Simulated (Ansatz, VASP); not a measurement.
## InP: VASP beside Ansatz

Contents of INCAR:

```
PREC = Accurate
ENCUT = 520
EDIFF = 1E-6
ISMEAR = -1
SIGMA = 0.1
LREAL = False
LASPH = True
NELM = 100
ALGO = Normal
ISIF = 2
LWAVE = False
LCHARG = True
GGA = PS
LELF = True
LVHAR = True
NBANDS = 16
```

The input KPOINTS:

```
regular mesh
0
Gamma
  12 12 12
```

Contents of POSCAR:

```
InP
1.0
    0.0000000000      2.8796515993      2.8796515993
    2.8796515993      0.0000000000      2.8796515993
    2.8796515993      2.8796515993      0.0000000000
In P
1 1
Direct
    0.0000000000      0.0000000000      0.0000000000
    0.2500000000      0.2500000000      0.2500000000
```

Input for Ansatz:

```yaml
crystal:
  lattice:
    - [0.0, 2.8796515993, 2.8796515993]
    - [2.8796515993, 0.0, 2.8796515993]
    - [2.8796515993, 2.8796515993, 0.0]
  atoms:
    - { symbol: In, position: [0.0, 0.0, 0.0] }
    - { symbol: P, position: [0.25, 0.25, 0.25] }
kpoints:
  mp_grid: { grid: [12, 12, 12] }
scf:
  occupations: { method: fermi_dirac, width: 0.1 }
hamiltonian:
  xc: pbesol
  pseudopotentials: { kind: paw }
output:
  forces: true
  stress: true
  eigenvalues: true
  populations: true
  write_density: true
  write_potential: true
  elf: true
  volumetric_format: npy
```

Change from the starting cell: volume scaled by 0.94, PAW files.

Alike in both runs: task single point; functional PBEsol; k mesh 12 × 12 × 12; occupations fermi-dirac, width 0.1 eV; no spin polarisation.

|  | VASP | Ansatz |
| --- | --- | --- |
| version | VASP 6.6.1 | Ansatz 0.2.0 |
| potentials or method | VASP PAW PBE potentials, release 64 (In_d, P) | PAW with Ansatz's default frozen-core files, scalar-relativistic |
| plane-wave cutoff (eV) | 520 | 420 |
| valence electrons in the cell | 18 | 18 |

```tsv
	VASP	Ansatz	Ansatz less VASP
pressure (GPa)	4.7	4.7	+0.03
```

VASP's potentials were made for PBE, not for PBEsol. The functional is the same, so the differences come from potentials, cutoffs and numerics.
